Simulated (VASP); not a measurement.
# Ti23BO47 (a cell with a defect) in VASP: single point with PBEsol

Aim: the single point of Ti23BO47 (a cell with a defect) with PBEsol.

Everything below comes from runs of VASP 6.6.1. Logs are shortened: lines on timing, memory, paths and dates and some standing lists are left out, and cuts for length are marked.

## (1) The cell of the first run

The cell holds a defect, 71 atoms: a = 9.183 Å, b = 9.183 Å, c = 8.817 Å, α = 90.00°, β = 90.00°, γ = 90.00°.

## (2) Single point, PBEsol

INCAR

```
  PREC = Accurate
  ENCUT = 520
  EDIFF = 1E-6
  ISMEAR = -1
  SIGMA = 0.05
  LREAL = Auto
  LASPH = T
  NELM = 120
  ALGO = Normal
  ISIF = 2
  LWAVE = F
  LCHARG = F
  GGA = PS
  NBANDS = 322
  NELECT = 560.0
  ISYM = 0
  GGA_COMPAT = F
```

KPOINTS

```
Automatic mesh
0
Gamma
  1 1 1
  0.25 0.25 0.25
```

POSCAR

```
Ti23BO47
1.0
    9.1828280000      0.0000000000      0.0000000000
    0.0000000000      9.1828280000      0.0000000000
    0.0000000000      0.0000000000      8.8166120000
Ti B O
23 1 47
Direct
    0.9993470000      0.0033460000      0.9932490000
    0.0068530000      0.9951790000      0.3331220000
    0.9995900000      0.0030300000      0.6732100000
    0.0001410000      0.5069780000      0.0035920000
    0.9849820000      0.4745170000      0.3331250000
    0.9992060000      0.5073050000      0.6624940000
    0.5031810000      0.0089520000      0.9983160000
    0.5037690000      0.9978040000      0.3344380000
    0.5021250000      0.0099520000      0.6710020000
    0.4898140000      0.5032870000      0.0185740000
    0.4899630000      0.5030540000      0.6474030000
    0.2553330000      0.2517300000      0.1718670000
    0.2549180000      0.2521510000      0.4951400000
    0.2415490000      0.2537520000      0.8335250000
    0.2686850000      0.7722690000      0.1469200000
    0.2683410000      0.7718580000      0.5196160000
    0.2452640000      0.7306240000      0.8332430000
    0.7501730000      0.2362850000      0.1616840000
    0.7504070000      0.2359800000      0.5046710000
    0.7445650000      0.2793500000      0.8332210000
    0.7531430000      0.7541010000      0.1624270000
    0.7522710000      0.7547550000      0.5041040000
    0.7400050000      0.7428420000      0.8332530000
    0.6190430000      0.4868430000      0.3332140000
    0.1480650000      0.1521150000      0.9975310000
    0.1447370000      0.1492050000      0.3331730000
    0.1483810000      0.1518430000      0.6688110000
    0.1466030000      0.6613630000      0.0029300000
    0.1463490000      0.6616290000      0.6637480000
    0.6473210000      0.1607970000      0.9988750000
    0.6493310000      0.1477050000      0.3331730000
    0.6476700000      0.1605450000      0.6674290000
    0.6496360000      0.6496290000      0.0017660000
    0.6554500000      0.6329850000      0.3332080000
    0.6493280000      0.6497910000      0.6646470000
    0.3522060000      0.3427690000      0.0015760000
    0.3417700000      0.3359360000      0.3332460000
    0.3518960000      0.3430370000      0.6649810000
    0.3471030000      0.8560460000      0.9861990000
    0.3397620000      0.8414640000      0.3333760000
    0.3475200000      0.8554440000      0.6800460000
    0.8484430000      0.3499600000      0.0051930000
    0.8497530000      0.3375100000      0.3331640000
    0.8483840000      0.3501870000      0.6611410000
    0.8447650000      0.8432610000      0.9997980000
    0.8385400000      0.8472800000      0.3332060000
    0.8449150000      0.8430950000      0.6665380000
    0.1028850000      0.4095330000      0.1683750000
    0.1029780000      0.4095490000      0.4980100000
    0.1020200000      0.4089030000      0.8332900000
    0.0937420000      0.8951000000      0.1693360000
    0.0939070000      0.8952190000      0.4968310000
    0.0929970000      0.9023640000      0.8332400000
    0.6072530000      0.4143170000      0.1934910000
    0.6073920000      0.4143800000      0.4729690000
    0.5977150000      0.4066460000      0.8329300000
    0.5931180000      0.8972820000      0.1655600000
    0.5932750000      0.8972650000      0.5004310000
    0.5996060000      0.9057280000      0.8330740000
    0.3990430000      0.0911020000      0.1670050000
    0.3990660000      0.0912740000      0.4993210000
    0.4036670000      0.0995590000      0.8333580000
    0.3821210000      0.6046680000      0.1486510000
    0.3819120000      0.6042690000      0.5175610000
    0.3982860000      0.5957400000      0.8333790000
    0.8967040000      0.0945650000      0.1663640000
    0.8968890000      0.0946630000      0.4998470000
    0.8974890000      0.0944860000      0.8330510000
    0.9088830000      0.5997210000      0.1738100000
    0.9089920000      0.5997130000      0.4925430000
    0.9001870000      0.5954410000      0.8332510000
```

Potentials or basis: VASP PAW PBE potentials, release 64 (Ti_sv, B, O).

The run is started by

```bash
> cat potpaw_PBE.64/Ti_sv/POTCAR potpaw_PBE.64/B/POTCAR potpaw_PBE.64/O/POTCAR > POTCAR
> mpirun -np 1 vasp_std > vasp.out
```

OUTCAR:

```text
PREC = Accurate
   ENCUT = 520
   EDIFF = 1E-6
   ISMEAR = -1
   LREAL = Auto
   LASPH = T
   NELM = 120
   ISIF = 2
   GGA = PS
   NELECT = 560.0
   ISYM = 0

 ion  position               nearest neighbor table
   1  0.999  0.003  0.993-  68 1.89  53 1.89  25 1.93  66 1.98  51 2.04  45 2.04   3 2.82
   2  0.007  0.995  0.333-  52 1.89  51 1.89  26 1.90  67 2.00  66 2.00  46 2.06
   3  1.000  0.003  0.673-  68 1.89  53 1.89  27 1.93  67 1.98  52 2.04  47 2.04   1 2.82
   4  0.000  0.507  0.004-  69 1.92  71 1.94  48 1.95  28 1.95  50 1.99  42 2.00
   5  0.985  0.475  0.333-  43 1.77  48 1.91  49 1.91  69 1.95  70 1.95
   6  0.999  0.507  0.662-  70 1.91  71 1.94  49 1.95  29 1.96  50 1.99  44 2.00
   7  0.503  0.009  0.998-  62 1.91  60 1.92  30 1.92  59 1.95  57 1.98  39 2.01   9 2.89
   8  0.504  0.998  0.334-  58 1.92  31 1.92  57 1.93  61 1.94  60 1.96  40 2.08
   9  0.502  0.010  0.671-  62 1.88  32 1.92  61 1.94  59 1.94  58 2.01  41 2.01   7 2.89
  10  0.490  0.503  0.019-  63 1.78  36 1.95  33 2.00  65 2.02  54 2.05  56 2.11
  11  0.490  0.503  0.647-  64 1.78  38 1.95  35 2.00  65 2.03  55 2.05  56 2.11
  12  0.255  0.252  0.172-  37 1.80  36 1.94  60 1.98  26 1.99  48 2.02  25 2.04  13 2.85
  13  0.255  0.252  0.495-  37 1.81  38 1.93  61 1.98  26 1.99  49 2.01  27 2.04  12 2.85
  14  0.242  0.254  0.834-  50 1.92  25 1.92  27 1.93  36 1.97  38 1.98  62 2.05
  15  0.269  0.772  0.147-  39 1.77  63 1.86  40 1.88  51 1.97  28 1.98  17 2.80
  16  0.268  0.772  0.520-  41 1.77  64 1.86  40 1.88  52 1.97  29 1.97  17 2.80
  17  0.245  0.731  0.833-  29 1.86  28 1.86  65 1.87  39 2.00  41 2.00  53 2.11  16 2.80  15 2.80

  18  0.750  0.236  0.162-  30 1.85  66 1.87  31 1.95  42 1.95  43 2.00  54 2.12
  19  0.750  0.236  0.505-  32 1.85  67 1.87  31 1.95  44 1.95  43 2.00  55 2.12
  20  0.745  0.279  0.833-  56 1.78  42 1.91  44 1.91  30 2.03  32 2.03  68 2.20
  21  0.753  0.754  0.162-  45 1.85  46 1.90  33 1.96  57 1.97  69 2.02  34 2.08  23 2.91
  22  0.752  0.755  0.504-  47 1.85  46 1.90  35 1.96  58 1.96  70 2.03  34 2.08  23 2.91
  23  0.740  0.743  0.833-  33 1.90  35 1.91  59 1.97  45 1.98  47 1.98  71 2.00  22 2.91  21 2.91

  24  0.619  0.487  0.333-  34 1.38  55 1.40  54 1.40
  25  0.148  0.152  0.998-  14 1.92   1 1.93  12 2.04
  26  0.145  0.149  0.333-   2 1.90  12 1.99  13 1.99
  27  0.148  0.152  0.669-  14 1.93   3 1.93  13 2.04
  28  0.147  0.661  0.003-  17 1.86   4 1.95  15 1.98
  29  0.146  0.662  0.664-  17 1.86   6 1.96  16 1.97
  30  0.647  0.161  0.999-  18 1.85   7 1.92  20 2.03
  31  0.649  0.148  0.333-   8 1.92  19 1.95  18 1.95
  32  0.648  0.161  0.667-  19 1.85   9 1.92  20 2.03
  33  0.650  0.650  0.002-  23 1.90  21 1.96  10 2.00
  34  0.655  0.633  0.333-  24 1.38  21 2.08  22 2.08
  35  0.649  0.650  0.665-  23 1.91  22 1.96  11 2.00
  36  0.352  0.343  0.002-  12 1.94  10 1.95  14 1.97
  37  0.342  0.336  0.333-  12 1.80  13 1.81
  38  0.352  0.343  0.665-  13 1.93  11 1.95  14 1.98
  39  0.347  0.856  0.986-  15 1.77  17 2.00   7 2.01
[... 21 lines left out ...]
  61  0.399  0.091  0.499-   9 1.94   8 1.94  13 1.98
  62  0.404  0.100  0.833-   9 1.88   7 1.91  14 2.05
  63  0.382  0.605  0.149-  10 1.78  15 1.86
  64  0.382  0.604  0.518-  11 1.78  16 1.86
  65  0.398  0.596  0.833-  17 1.87  10 2.02  11 2.03
  66  0.897  0.095  0.166-  18 1.87   1 1.98   2 2.00
  67  0.897  0.095  0.500-  19 1.87   3 1.98   2 2.00
  68  0.897  0.094  0.833-   1 1.89   3 1.89  20 2.20
  69  0.909  0.600  0.174-   4 1.92   5 1.95  21 2.02
  70  0.909  0.600  0.493-   6 1.91   5 1.95  22 2.03
  71  0.900  0.595  0.833-   6 1.94   4 1.94  23 2.00

IMPORTANT INFORMATION: All symmetrisations will be switched off!
NOSYMM: (Re-)initialisation of all symmetry stuff for point group C_1.

----------------------------------------------------------------------------------------

                                     Primitive cell

  volume of cell :     743.4549

  direct lattice vectors                    reciprocal lattice vectors
     9.182828000  0.000000000  0.000000000     0.108898914  0.000000000  0.000000000
     0.000000000  9.182828000  0.000000000     0.000000000  0.108898914  0.000000000
     0.000000000  0.000000000  8.816612000     0.000000000  0.000000000  0.113422253

  length of vectors
     9.182828000  9.182828000  8.816612000     0.108898914  0.108898914  0.113422253

  position of ions in fractional coordinates (direct lattice)
     0.999347000  0.003346000  0.993249000
[... 170 lines left out ...]

 Following reciprocal coordinates:
            Coordinates               Weight
  0.250000  0.250000  0.250000      2.000000
 -0.250000  0.250000  0.250000      2.000000
 -0.250000 -0.250000  0.250000      2.000000
  0.250000 -0.250000  0.250000      2.000000
   k-points           NKPTS =      4   k-points in BZ     NKDIM =      4   number of bands    NBANDS=    322
   number of dos      NEDOS =    301   number of ions     NIONS =     71
   total plane-waves  NPLWV = 343000
   dimension x,y,z NGX =    70 NGY =   70 NGZ =   70
   dimension x,y,z NGXF=   140 NGYF=  140 NGZF=  140
   ions per type =              23   1  47
   NGX,Y,Z   is equivalent  to a cutoff of  12.67, 12.67, 13.20 a.u.
   NGXF,Y,Z  is equivalent  to a cutoff of  25.35, 25.35, 26.40 a.u.
 SYSTEM =  unknown system
   PREC   = accura    normal or accurate (medium, high low for compatibility)
   ISTART =      0    job   : 0-new  1-cont  2-samecut
   ICHARG =      2    charge: 1-file 2-atom 10-const
   ISPIN  =      1    spin polarized calculation?
   LNONCOLLINEAR =      F non collinear calculations
   LSORBIT =      F    spin-orbit coupling
   LASPH  =      T    aspherical Exc in radial PAW
   ENCUT  =  520.0 eV  38.22 Ry    6.18 a.u.  17.07 17.07 16.39*2*pi/ulx,y,z
   NELM   =    120;   NELMIN=  2; NELMDL= -5     # of ELM steps
   EDIFF  = 0.1E-05   stopping-criterion for ELM
   LREAL  =      T    real-space projection
   EDIFFG = 0.1E-04   stopping-criterion for IOM
   NSW    =      0    number of steps for IOM
   IBRION =     -1    ionic relax: 0-MD 1-quasi-New 2-CG
   NFREE  =      0    steps in history (QN), initial steepest desc. (CG)
   ISIF   =      2    stress and relaxation
   ISYM   =      0    0-nonsym 1-usesym 2-fastsym
   POTIM  = 0.5000    time-step for ionic-motion
   TEBEG  =    0.0;   TEEND  =   0.0 temperature during run
   PSTRESS=    0.0 pullay stress
   NELECT =     560.0000    total number of electrons
   NUPDOWN=      -1.0000    fix difference up-down
   EMIN   =  10.00;   EMAX   =-10.00  energy-range for DOS
   EFERMI =   0.00;   METHOD = LEGACY
   ISMEAR =    -1;   SIGMA  =   0.05  broadening in eV -4-tet -1-fermi 0-gaus
   EFERMI_NEDOS =   21; number of points for ismear=-14 and -15
   IALGO  =     38    algorithm
   IMIX   =      4    mixing-type and parameters
     AMIX     =   0.40;   BMIX     =  1.00
     AMIX_MAG =   1.60;   BMIX_MAG =  1.00
  volume/ion in A,a.u.               =      10.47        70.66
  Fermi-wavevector in a.u.,A,eV,Ry     =   1.489542  2.814825 30.187710  2.218734
  Thomas-Fermi vector in A             =   2.602437
   LORBIT       =      0    0 simple, 1 ext, 2 COOP (PROOUT), +10 PAW based schemes
   GGA     = PS    functional components
   LHFCALC =     F    Hartree Fock is set to
   AEXX    =    0.0000 exact exchange contribution
   IVDW    =     0    specifies the selected vdW correction
   LEPSILON=     F    determine dielectric tensor
   LRPA    =     F    only Hartree local field effects (RPA)
 non-spin polarized calculation
  energy-cutoff  :      520.00
  volume of cell :      743.45
 maximum number of plane-waves:     20027
 NGX is ok and might be reduce to    70
   NGX = 35   NGY = 35   NGZ = 33

 number of electron     560.0000006 magnetization

 Free energy of the ion-electron system (eV)
  ---------------------------------------------------
  ext. energy  EPLUGINS =         0.00000000
  ---------------------------------------------------
  free energy    TOTEN  =      -665.51228358 eV

  energy without entropy =     -665.51228358  energy(sigma->0) =     -665.51228358

 E-fermi :   5.4046     XC(G=0): -11.5527

 val. band max:        4.3004578106   @ k =  -0.2500  -0.2500   0.2500
 cond. band min:       6.5263229357   @ k =  -0.2500  -0.2500   0.2500
 fundamental gap:      2.2258651251
 Fermi energy:         5.4046328277

 k-point     1 :       0.2500    0.2500    0.2500
  band No.  band energies     occupation
      1     -52.1941      2.00000
      2     -52.1767      2.00000
      3     -52.1407      2.00000
      4     -52.1191      2.00000
      5     -52.1182      2.00000
      6     -52.1024      2.00000
[... 1169 lines left out ...]
    291       6.9847      0.00000
    292       7.0057      0.00000
 [bands above 292 left out]

------------------------ aborting loop because EDIFF is reached ----------------------------------------

  FORCE on cell =-STRESS in cart. coord.  units (eV):
  Direction    XX          YY          ZZ          XY          YZ          ZX
  --------------------------------------------------------------------------------------
  -------------------------------------------------------------------------------------
  Total       -2.1388074     -3.3504788      0.0344502      5.4424645     -0.0095277     -0.0373117
  in kB       -4.6092220     -7.2204261      0.0742416     11.7287455     -0.0205327     -0.0804084
  external PRESSURE =      -3.9184688 kB  Pullay stress =       0.0000000 kB

 VOLUME and BASIS-vectors are now :
 -----------------------------------------------------------------------------
  energy-cutoff  :      520.00
  volume of cell :      743.45
      direct lattice vectors                 reciprocal lattice vectors
     9.182828000  0.000000000  0.000000000     0.108898914  0.000000000  0.000000000
     0.000000000  9.182828000  0.000000000     0.000000000  0.108898914  0.000000000
     0.000000000  0.000000000  8.816612000     0.000000000  0.000000000  0.113422253

 POSITION                                       TOTAL-FORCE (eV/Angst)
 -----------------------------------------------------------------------------------
      9.17683      0.03073      8.75709        -0.008712     -0.012700      0.049292
      0.06293      9.13856      2.93701        -0.029627     -0.004556     -0.004418
      9.17906      0.02782      5.93543        -0.005505     -0.011749     -0.050344
      0.00129      4.65549      0.03167         0.000871     -0.042285     -0.024901
      9.04492      4.35741      2.93703         0.032190      0.067476      0.001669
      9.17554      4.65849      5.84095         0.005009     -0.027198      0.031421
[... 63 lines left out ...]
      8.34712      5.50706      4.34256        -0.017852      0.034502     -0.006978
      8.26626      5.46783      7.34645        -0.019757      0.020468      0.000942
 -----------------------------------------------------------------------------------
    total drift:                                0.003653     -0.011713     -0.021628

  FREE ENERGIE OF THE ION-ELECTRON SYSTEM (eV)
  ---------------------------------------------------
  free  energy   TOTEN  =      -665.5122835835 eV

  energy  without entropy=     -665.5122835824  energy(sigma->0) =     -665.51228358
```

It took 29 min on 1 thread of Intel Xeon Platinum 8375C at 2.90GHz (Ice Lake), shared host; peak memory 1.1 GiB.

Results:

- Free energy: -665.5123 eV
- Largest force: 0.125 eV/Å

Forces in eV/Å, atoms in the order of the input:
```
Ti  -0.009 -0.013  0.049
Ti  -0.030 -0.005 -0.004
Ti  -0.006 -0.012 -0.050
Ti   0.001 -0.042 -0.025
Ti   0.032  0.067  0.002
Ti   0.005 -0.027  0.031
Ti   0.017 -0.025 -0.005
Ti  -0.020 -0.014 -0.015
Ti   0.028 -0.033 -0.032
Ti   0.054 -0.072 -0.001
Ti   0.048 -0.061  0.008
Ti  -0.043 -0.029 -0.087
Ti  -0.032 -0.020  0.066
Ti   0.022 -0.009 -0.005
Ti  -0.099 -0.032  0.063
Ti  -0.081 -0.022 -0.072
Ti   0.002  0.057  0.000
Ti   0.004  0.046  0.019
Ti  -0.008  0.045 -0.006
Ti   0.030 -0.093 -0.004
Ti  -0.016 -0.026  0.051
Ti  -0.012 -0.034 -0.041
Ti   0.010  0.008  0.000
B   -0.019  0.010 -0.011
O   -0.014 -0.013  0.030
O   -0.010  0.004  0.001
O   -0.020  0.001 -0.020
O   -0.028 -0.007  0.057
O   -0.029 -0.030 -0.065
O   -0.025 -0.026 -0.019
O   -0.014 -0.005  0.004
O   -0.032 -0.017  0.025
O   -0.028 -0.037 -0.018
O    0.020  0.051  0.000
O   -0.021 -0.036  0.012
O    0.024  0.010 -0.034
O    0.094  0.081  0.009
O    0.037 -0.002  0.030
O    0.064  0.057 -0.081
O    0.018  0.016 -0.006
O    0.046  0.073  0.071
O    0.026  0.031  0.029
O   -0.058 -0.036 -0.002
O    0.030  0.022 -0.025
O    0.048  0.034 -0.021
O    0.024  0.032 -0.007
O    0.038  0.039  0.015
O    0.042 -0.021 -0.001
O    0.021 -0.010  0.007
O   -0.022  0.022 -0.005
O    0.040  0.000 -0.014
O    0.027 -0.006  0.025
O    0.028 -0.073 -0.001
O   -0.012 -0.036 -0.063
O   -0.023 -0.040  0.070
O   -0.040  0.094  0.006
O    0.010 -0.003 -0.016
O    0.006  0.004  0.039
O    0.005 -0.011  0.009
O   -0.025  0.025  0.017
O   -0.014  0.013  0.003
O   -0.046  0.043  0.018
O    0.003  0.010  0.065
O   -0.003  0.021 -0.067
O    0.010 -0.040 -0.013
O    0.000 -0.021  0.008
O    0.007 -0.032  0.005
O   -0.037  0.074  0.000
O   -0.008  0.026 -0.001
O   -0.018  0.035 -0.007
O   -0.020  0.020  0.001
```

Caveat: the cell carries a net charge on a neutralising background, which shifts energy and pressure; the cell is charged against a uniform background, so pressure and absolute levels hang on convention; the PAW data sets were made with another functional, which shifts forces and pressure a little.
